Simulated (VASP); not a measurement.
**K: relaxation of cell and atoms with LDA**

Crystal: K.

```xyz
2
Lattice="4.6549 0.0000 0.0000 -2.3275 4.0313 0.0000 0.0000 0.0000 7.6015" Properties=species:S:1:pos:R:3 pbc="T T T"
K     0.0000    2.6875    1.9004
K     2.3275    1.3438    5.7011
```

| Quantity | Value |
| --- | --- |
| Program | VASP 6.6.1 |
| Task | relaxation of cell and atoms |
| Functional | LDA |
| Potentials or basis | VASP PAW LDA potentials, release 64 (K_sv) |
| Cutoff | 600 eV |
| k mesh | 8 × 8 × 4 |
| Occupations | fermi-dirac, width 0.1 eV |
| Spin | no spin polarisation |
| Dipole correction | no |
| Further INCAR settings | ALGO = Normal; EDIFF = 1e-06; IBRION = 2; EDIFFG = -0.01; NSW = 80; ISIF = 3 |

```yaml
Relaxed_volume: 64.68 Å³/atom
Relaxed_cell: a = 4.509 Å, b = 4.509 Å, c = 7.349 Å, α = 90.00°, β = 90.00°, γ = 120.00°
Space_group_after_relaxing_to_0.05_Å: P6_3/mmc (No. 194)
Energy_gained_by_relaxing: 8.6 meV/atom
Ionic_steps: 3
Pressure_after_relaxing: 0.0 GPa
Band_gap_on_the_k_mesh: zero (band 9 reaches 1.03 eV, above the bottom of band 10 at -1.58 eV)
```

Step by step:
| step | energy change (eV) | largest force (eV/Å) | pressure (GPa) | volume (Å³) |
| --- | --- | --- | --- | --- |
| 1 | 0.0000 | 0.0000 | -0.37 | 142.65 |
| 2 | -0.0071 | 0.0000 | -0.30 | 139.24 |
| 3 | -0.0171 | 0.0000 | -0.01 | 129.36 |

Final structure:
```
K
1.0
     4.50854    0.00000    0.00000
    -2.25427    3.90451    0.00000
     0.00000    0.00000    7.34854
K
2
Cartesian
  0.0000 2.6030 1.8371
  2.2543 1.3015 5.5114
```

Levels at points of the mesh, in eV from the Fermi level:
```
           k point  band 5  band 6  band 7  band 8  band 9  band 10  band 11  band 12  band 13
(0.00, 0.00, 0.00)  -15.39  -15.38  -15.38  -15.38   -2.32     0.30     0.70     4.12     4.12
(0.50, 0.00, 0.00)  -15.44  -15.42  -15.40  -15.39    0.13     0.33     1.64     1.96     2.46
(0.00, 0.00, 0.50)  -15.39  -15.39  -15.39  -15.39   -1.53    -1.53     2.83     2.83     4.15
(0.50, 0.00, 0.50)  -15.41  -15.41  -15.41  -15.41    0.61     0.61     1.01     1.01     3.09
```

Wall time 100 s on 1 thread of Intel(R) Xeon(R) Platinum 8259CL CPU @ 2.50GHz (Skylake/Cascade Lake), with other jobs on the host, peak memory 0.28 GiB.
